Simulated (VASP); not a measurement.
# CdSe in VASP: a series of runs, part 2 of 3

VASP 6.6.1. Earlier steps stand in the parts before.

**3. Electric field gradients, PBE (equal xx and yy strain of +2 %)**

The input, INCAR:

```
SYSTEM = CdSe
PREC = Accurate ; ENCUT = 520
EDIFF = 1E-8 ; ISMEAR = -1
SIGMA = 0.03 ; LREAL = .FALSE.
LASPH = .TRUE. ; NELM = 60
ALGO = Normal ; ISIF = 2
LWAVE = .FALSE. ; LCHARG = .FALSE.
GGA = PE ; LEFG = .TRUE.
NBANDS = 16
```

The input, KPOINTS:

```
Automatic mesh
0
G
  8 8 8
  0 0 0
```

The input, POSCAR:

```
CdSe
1.0
    0.0000000000      3.1316766226      3.0702711986
    3.1316766226      0.0000000000      3.0702711986
    3.1316766226      3.1316766226      0.0000000000
Cd Se
1 1
Direct
    0.0000000000      0.0000000000      0.0000000000
    0.2500000000      0.2500000000      0.2500000000
```

Potentials or basis: VASP PAW PBE potentials, release 64 (Cd, Se).

Command:

```console
cat potpaw_PBE.64/Cd/POTCAR potpaw_PBE.64/Se/POTCAR > POTCAR
mpirun -np 1 vasp_std > vasp.out
```

OUTCAR:

```text
SYSTEM = CdSe
   PREC = Accurate
   ENCUT = 520
   EDIFF = 1E-8
   ISMEAR = -1
   LREAL = .FALSE.
   LASPH = .TRUE.
   NELM = 60
   ISIF = 2
   GGA = PE

 ion  position               nearest neighbor table
   1  0.000  0.000  0.000-   2 2.69   2 2.69   2 2.69   2 2.69
   2  0.250  0.250  0.250-   1 2.69   1 2.69   1 2.69   1 2.69

  LATTYP: Found a body centered tetragonal cell.
 ALAT       =     4.4288595526
 C/A-ratio  =     1.3864838847

  Lattice vectors:

 A1 = (   0.0000000000,  -3.1316766226,  -3.0702711986)
 A2 = (   0.0000000000,   3.1316766226,  -3.0702711986)
 A3 = (   3.1316766226,   0.0000000000,   3.0702711986)

Analysis of symmetry for initial positions (statically):
=====================================================================
 Subroutine PRICEL returns:
 Original cell was already a primitive cell.

 Routine SETGRP: Setting up the symmetry group for a
 body centered tetragonal supercell.

 Subroutine GETGRP returns: Found  8 space group operations
 (whereof  8 operations were pure point group operations)
 out of a pool of 16 trial point group operations.

The static configuration has the point symmetry D_2d.

Analysis of symmetry for dynamics (positions and initial velocities):
=====================================================================
 Subroutine PRICEL returns:
 Original cell was already a primitive cell.

 Routine SETGRP: Setting up the symmetry group for a
 body centered tetragonal supercell.

 Subroutine GETGRP returns: Found  8 space group operations
 (whereof  8 operations were pure point group operations)
 out of a pool of 16 trial point group operations.

The dynamic configuration has the point symmetry D_2d.

 Subroutine INISYM returns: Found  8 space group operations
 (whereof  8 operations are pure point group operations),
 and found     1 'primitive' translations

----------------------------------------------------------------------------------------

                                     Primitive cell

  volume of cell :      60.2227

  direct lattice vectors                    reciprocal lattice vectors
     0.000000000  3.131676623  3.070271199    -0.159658886  0.159658886  0.162852063
     3.131676623  0.000000000  3.070271199     0.159658886 -0.159658886  0.162852063
     3.131676623  3.131676623  0.000000000     0.159658886  0.159658886 -0.162852063

  length of vectors
     4.385654307  4.385654307  4.428859553     0.278393093  0.278393093  0.278393093

  position of ions in fractional coordinates (direct lattice)
     0.000000000  0.000000000  0.000000000
     0.250000000  0.250000000  0.250000000

  ion indices of the primitive-cell ions
   primitive index   ion index
                 1           1
                 2           2

----------------------------------------------------------------------------------------

 KPOINTS: Automatic mesh

Automatic generation of k-mesh.
 Grid dimensions read from file:
[... 67 lines left out ...]
   EDIFFG = 0.1E-06   stopping-criterion for IOM
   NSW    =      0    number of steps for IOM
   IBRION =     -1    ionic relax: 0-MD 1-quasi-New 2-CG
   NFREE  =      0    steps in history (QN), initial steepest desc. (CG)
   ISIF   =      2    stress and relaxation
   ISYM   =      2    0-nonsym 1-usesym 2-fastsym
   POTIM  = 0.5000    time-step for ionic-motion
   TEBEG  =    0.0;   TEEND  =   0.0 temperature during run
   PSTRESS=    0.0 pullay stress
   NELECT =      18.0000    total number of electrons
   NUPDOWN=      -1.0000    fix difference up-down
   EMIN   =  10.00;   EMAX   =-10.00  energy-range for DOS
   EFERMI =   0.00;   METHOD = LEGACY
   ISMEAR =    -1;   SIGMA  =   0.03  broadening in eV -4-tet -1-fermi 0-gaus
   EFERMI_NEDOS =   21; number of points for ismear=-14 and -15
   IALGO  =     38    algorithm
   IMIX   =      4    mixing-type and parameters
     AMIX     =   0.40;   BMIX     =  1.00
     AMIX_MAG =   1.60;   BMIX_MAG =  1.00
  volume/ion in A,a.u.               =      30.11       203.20
  Fermi-wavevector in a.u.,A,eV,Ry     =   1.094575  2.068447 16.301061  1.198094
  Thomas-Fermi vector in A             =   2.230882
   LORBIT       =      0    0 simple, 1 ext, 2 COOP (PROOUT), +10 PAW based schemes
   GGA     = PE    functional components
   LHFCALC =     F    Hartree Fock is set to
   AEXX    =    0.0000 exact exchange contribution
   IVDW    =     0    specifies the selected vdW correction
   LEPSILON=     F    determine dielectric tensor
   LRPA    =     F    only Hartree local field effects (RPA)
 non-spin polarized calculation
  energy-cutoff  :      520.00
  volume of cell :       60.22
 maximum number of plane-waves:      1636
 NGX is ok and might be reduce to    36
   NGX = 17   NGY = 17   NGZ = 17

 number of electron      18.0000002 magnetization

 Free energy of the ion-electron system (eV)
  ---------------------------------------------------
  ext. energy  EPLUGINS =         0.00000000
  ---------------------------------------------------
  free energy    TOTEN  =        -5.49827143 eV

  energy without entropy =       -5.49826948  energy(sigma->0) =       -5.49827045

 E-fermi :   0.6814     XC(G=0):  -8.5792

 val. band max:        0.4611849013   @ k =   0.0000   0.0000   0.0000
 cond. band min:       0.8897888246   @ k =   0.0000   0.0000   0.0000
 fundamental gap:      0.4286039233
 Fermi energy:         0.6814254307

 k-point     1 :       0.0000    0.0000    0.0000
  band No.  band energies     occupation
      1     -11.8097      2.00000
      2      -7.3076      2.00000
      3      -7.3076      2.00000
      4      -7.2997      2.00000
      5      -7.0013      2.00000
      6      -6.9981      2.00000
[... 433 lines left out ...]
      3      -7.2139      2.00000
      4      -7.0303      2.00000
      5      -6.9801      2.00000
      6      -6.9258      2.00000
[... 8 lines left out ...]
     15      11.3239      0.00000
     16      11.8170      0.00000

 [... further k-points ...]
[... 5 lines left out ...]
  --------------------------------------------------------------------------------------
  -------------------------------------------------------------------------------------
  Total       -0.1647991     -0.1647991     -0.0374456      0.0000000      0.0000000      0.0000000
  in kB       -4.3843471     -4.3843471     -0.9962097      0.0000000      0.0000000      0.0000000
  external PRESSURE =      -3.2549680 kB  Pullay stress =       0.0000000 kB

 VOLUME and BASIS-vectors are now :
 -----------------------------------------------------------------------------
  energy-cutoff  :      520.00
  volume of cell :       60.22
      direct lattice vectors                 reciprocal lattice vectors
     0.000000000  3.131676623  3.070271199    -0.159658886  0.159658886  0.162852063
     3.131676623  0.000000000  3.070271199     0.159658886 -0.159658886  0.162852063
     3.131676623  3.131676623  0.000000000     0.159658886  0.159658886 -0.162852063

 POSITION                                       TOTAL-FORCE (eV/Angst)
 -----------------------------------------------------------------------------------
      0.00000      0.00000      0.00000         0.000000     -0.000000      0.000000
      1.56584      1.56584      1.53514        -0.000000      0.000000     -0.000000
 -----------------------------------------------------------------------------------
    total drift:                               -0.000000     -0.000000     -0.000000

  FREE ENERGIE OF THE ION-ELECTRON SYSTEM (eV)
  ---------------------------------------------------
  free  energy   TOTEN  =        -5.4982714260 eV

  energy  without entropy=       -5.4982694832  energy(sigma->0) =       -5.49827045

 Electric field gradients (V/A^2)
---------------------------------------------------------------------
 ion       V_xx      V_yy      V_zz      V_xy      V_xz      V_yz
---------------------------------------------------------------------
   1      -2.728    -2.728     5.456    -0.001    -0.002    -0.002
   2       3.754     3.754    -7.509     0.000     0.000     0.000
---------------------------------------------------------------------

 Electric field gradients after diagonalization (V/A^2)
 (convention: |V_zz| > |V_xx| > |V_yy|)
----------------------------------------------------------------------
 ion       V_xx      V_yy      V_zz     asymmetry (V_yy - V_xx)/ V_zz
----------------------------------------------------------------------
   1      -2.729    -2.727     5.456       0.000
   2       3.754     3.754    -7.509       0.000
----------------------------------------------------------------------

           NMR quadrupolar parameters

 Cq : quadrupolar parameter    Cq=e*Q*V_zz/h
 eta: asymmetry parameters     (V_yy - V_xx)/ V_zz
 Q  : nuclear electric quadrupole moment in mb (millibarn)
----------------------------------------------------------------------
 ion       Cq(MHz)       eta       Q (mb)
----------------------------------------------------------------------
   1       0.013       0.000       1.000
   2      -0.018       0.000       1.000
----------------------------------------------------------------------
```

stdout:

```text
POSCAR found type information on POSCAR CdSe
 POSCAR found :  2 types and       2 ions
 scaLAPACK will be used
 LDA part: xc-table for (Slater+PW92), standard interpolation
 POSCAR, INCAR and KPOINTS ok, starting setup
 FFT: planning ... GRIDC
 FFT: planning ... GRID_SOFT
 FFT: planning ... GRID
 WAVECAR not read
 entering main loop
ion   1

ion   2
```

Run time: 66 s. Hardware: 1 thread of Intel Xeon 6975P-C (Granite Rapids), shared host; peak memory 0.23 GiB.

Results:

- Free energy: -5.4983 eV
- Pressure: -0.3 GPa
- Band gap on the k mesh: 0.43 eV, direct

Levels at points of the mesh, in eV from the valence-band top:
| k point | band 7 | band 8 | band 9 | band 10 | band 11 | band 12 |
| --- | --- | --- | --- | --- | --- | --- |
| (0.00, 0.00, 0.00) | -0.06 | -0.06 | 0.00 | 0.43 | 5.88 | 5.89 |
| (0.50, 0.00, 0.00) | -4.04 | -0.73 | -0.65 | 2.26 | 6.32 | 6.45 |
| (0.50, 0.50, 0.00) | -3.75 | -1.72 | -1.72 | 3.19 | 3.53 | 8.88 |
| (0.50, 0.00, 0.50) | -3.85 | -1.66 | -1.63 | 3.24 | 3.69 | 8.71 |

Electric field gradients, principal values (V/Å²):
| atom | least | middle | greatest (by size) |
| --- | --- | --- | --- |
| 1 Cd | -2.727 | -2.729 | 5.456 |
| 2 Se | 3.754 | 3.754 | -7.509 |

Caveat: the cell differs from its parent crystal (equal xx and yy strain of +2 %); without QUAD_EFG the Cq values of the log hold for a quadrupole moment of 1 mb, not for the nuclei.

**4. Electric field gradients, PBE (volume scaled by 1.04)**

The input, INCAR:

```
ALGO     = Normal         # electronic algorithm
EDIFF    = 1E-8           # SCF threshold, eV
ENCUT    = 520            # plane-wave cutoff, eV
GGA      = PE             # functional
ISIF     = 2              # what is computed and relaxed
ISMEAR   = -1             # smearing method
LASPH    = True           # aspherical terms in the spheres
LCHARG   = False          # write CHGCAR
LEFG     = True         
LREAL    = False          # projectors in reciprocal space
LWAVE    = False          # write WAVECAR
NBANDS   = 16             # bands
NELM     = 80             # most SCF steps
PREC     = Accurate       # precision mode
SIGMA    = 0.03           # smearing width, eV
```

The input, KPOINTS:

```
k-points
0
Gamma
  8 8 8
```

The input, POSCAR:

```
CdSe
1.0
    0.0000000000      3.1106741371      3.1106741371
    3.1106741371      0.0000000000      3.1106741371
    3.1106741371      3.1106741371      0.0000000000
Cd Se
1 1
Direct
    0.0000000000      0.0000000000      0.0000000000
    0.2500000000      0.2500000000      0.2500000000
```

Potentials or basis: VASP PAW PBE potentials, release 64 (Cd, Se).

Command:

```console
cat potpaw_PBE.64/Cd/POTCAR potpaw_PBE.64/Se/POTCAR > POTCAR
mpirun -np 1 vasp_std > vasp.out
```

OUTCAR:

```text
EDIFF = 1E-8
   ENCUT = 520
   GGA = PE
   ISIF = 2
   ISMEAR = -1
   LASPH = True
   LREAL = False
   NELM = 80
   PREC = Accurate

 ion  position               nearest neighbor table
   1  0.000  0.000  0.000-   2 2.69   2 2.69   2 2.69   2 2.69
   2  0.250  0.250  0.250-   1 2.69   1 2.69   1 2.69   1 2.69

  LATTYP: Found a face centered cubic cell.
 ALAT       =     6.2213482742

  Lattice vectors:

 A1 = (   0.0000000000,   3.1106741371,   3.1106741371)
 A2 = (   3.1106741371,   0.0000000000,   3.1106741371)
 A3 = (   3.1106741371,   3.1106741371,   0.0000000000)

Analysis of symmetry for initial positions (statically):
=====================================================================
 Subroutine PRICEL returns:
 Original cell was already a primitive cell.

 Routine SETGRP: Setting up the symmetry group for a
 face centered cubic supercell.

 Subroutine GETGRP returns: Found 24 space group operations
 (whereof 24 operations were pure point group operations)
 out of a pool of 48 trial point group operations.

The static configuration has the point symmetry T_d .

Analysis of symmetry for dynamics (positions and initial velocities):
=====================================================================
 Subroutine PRICEL returns:
 Original cell was already a primitive cell.

 Routine SETGRP: Setting up the symmetry group for a
 face centered cubic supercell.

 Subroutine GETGRP returns: Found 24 space group operations
 (whereof 24 operations were pure point group operations)
 out of a pool of 48 trial point group operations.

The dynamic configuration has the point symmetry T_d .

[... 156 lines left out ...]
      2      -7.3034      2.00000
      3      -7.3034      2.00000
      4      -7.3034      2.00000
      5      -6.9973      2.00000
      6      -6.9973      2.00000
[... 433 lines left out ...]
      3      -7.1757      2.00000
      4      -7.0117      2.00000
      5      -6.9834      2.00000
      6      -6.6789      2.00000
[... 8 lines left out ...]
     15      11.9053      0.00000
     16      12.8176      0.00000

 [... further k-points ...]

------------------------ aborting loop because EDIFF is reached ----------------------------------------

  FORCE on cell =-STRESS in cart. coord.  units (eV):
  Direction    XX          YY          ZZ          XY          YZ          ZX
  --------------------------------------------------------------------------------------
  -------------------------------------------------------------------------------------
  Total       -0.1130676     -0.1130676     -0.1130676      0.0000000      0.0000000      0.0000000
  in kB       -3.0092282     -3.0092282     -3.0092282      0.0000000      0.0000000      0.0000000
  external PRESSURE =      -3.0092282 kB  Pullay stress =       0.0000000 kB

 VOLUME and BASIS-vectors are now :
 -----------------------------------------------------------------------------
  energy-cutoff  :      520.00
  volume of cell :       60.20
      direct lattice vectors                 reciprocal lattice vectors
     0.000000000  3.110674137  3.110674137    -0.160736862  0.160736862  0.160736862
     3.110674137  0.000000000  3.110674137     0.160736862 -0.160736862  0.160736862
     3.110674137  3.110674137  0.000000000     0.160736862  0.160736862 -0.160736862

 POSITION                                       TOTAL-FORCE (eV/Angst)
 -----------------------------------------------------------------------------------
      0.00000      0.00000      0.00000         0.000000      0.000000     -0.000000
      1.55534      1.55534      1.55534        -0.000000     -0.000000      0.000000
 -----------------------------------------------------------------------------------
    total drift:                               -0.000000     -0.000000     -0.000000

  FREE ENERGIE OF THE ION-ELECTRON SYSTEM (eV)
  ---------------------------------------------------
  free  energy   TOTEN  =        -5.4991562137 eV

  energy  without entropy=       -5.4991545855  energy(sigma->0) =       -5.49915540

 Electric field gradients (V/A^2)
---------------------------------------------------------------------
 ion       V_xx      V_yy      V_zz      V_xy      V_xz      V_yz
---------------------------------------------------------------------
   1       0.000     0.000    -0.000    -0.002    -0.002    -0.002
   2      -0.000    -0.000    -0.000     0.000     0.000     0.000
---------------------------------------------------------------------

 Electric field gradients after diagonalization (V/A^2)
 (convention: |V_zz| > |V_xx| > |V_yy|)
----------------------------------------------------------------------
 ion       V_xx      V_yy      V_zz     asymmetry (V_yy - V_xx)/ V_zz
----------------------------------------------------------------------
   1       0.002     0.002    -0.003       0.000
   2      -0.000    -0.000     0.001       0.000
----------------------------------------------------------------------

           NMR quadrupolar parameters

 Cq : quadrupolar parameter    Cq=e*Q*V_zz/h
 eta: asymmetry parameters     (V_yy - V_xx)/ V_zz
 Q  : nuclear electric quadrupole moment in mb (millibarn)
----------------------------------------------------------------------
 ion       Cq(MHz)       eta       Q (mb)
----------------------------------------------------------------------
   1      -0.000       0.000       1.000
   2       0.000       0.000       1.000
----------------------------------------------------------------------
```

OSZICAR:

```text
N       E                     dE             d eps       ncg     rms          rms(c)
DAV:   1     0.106276902159E+03    0.10628E+03   -0.86689E+03   944   0.995E+02
DAV:   2    -0.175833210131E+01   -0.10804E+03   -0.10207E+03  1096   0.242E+02
DAV:   3    -0.586837130128E+01   -0.41100E+01   -0.41030E+01  1080   0.495E+01
DAV:   4    -0.588621840399E+01   -0.17847E-01   -0.17846E-01  1208   0.326E+00
DAV:   5    -0.588633306201E+01   -0.11466E-03   -0.11466E-03  1080   0.228E-01    0.539E+00
DAV:   6    -0.551832910017E+01    0.36800E+00   -0.56697E-01  1352   0.846E+00    0.438E+00
DAV:   7    -0.549790889864E+01    0.20420E-01   -0.13325E-01  1080   0.241E+00    0.194E+00
DAV:   8    -0.549879931460E+01   -0.89042E-03   -0.11910E-02  1048   0.129E+00    0.237E-01
DAV:   9    -0.549903192656E+01   -0.23261E-03   -0.13252E-03  1096   0.439E-01    0.499E-02
DAV:  10    -0.549910296644E+01   -0.71040E-04   -0.14577E-04  1176   0.145E-01    0.449E-02
DAV:  11    -0.549915577137E+01   -0.52805E-04   -0.85349E-05  1128   0.573E-02    0.176E-02
DAV:  12    -0.549915554987E+01    0.22150E-06   -0.12750E-06  1064   0.115E-02    0.962E-03
DAV:  13    -0.549915621664E+01   -0.66677E-06   -0.21218E-06  1136   0.800E-03    0.343E-03
DAV:  14    -0.549915621370E+01    0.29415E-08   -0.85394E-08  1224   0.184E-03
   1 F= -.54991562E+01 E0= -.54991554E+01  d E =-.162823E-05
```

It took 15 s on 1 thread of Intel Xeon 6975P-C (Granite Rapids), shared host; peak memory 0.2 GiB.

What came out:

```yaml
Free_energy: -5.4992 eV
Pressure: -0.3 GPa
Band_gap_on_the_k_mesh: 0.47 eV, direct
```

Caveat: without QUAD_EFG the Cq values of the log hold for a quadrupole moment of 1 mb, not for the nuclei.

(Continued in part 3 of 3.)
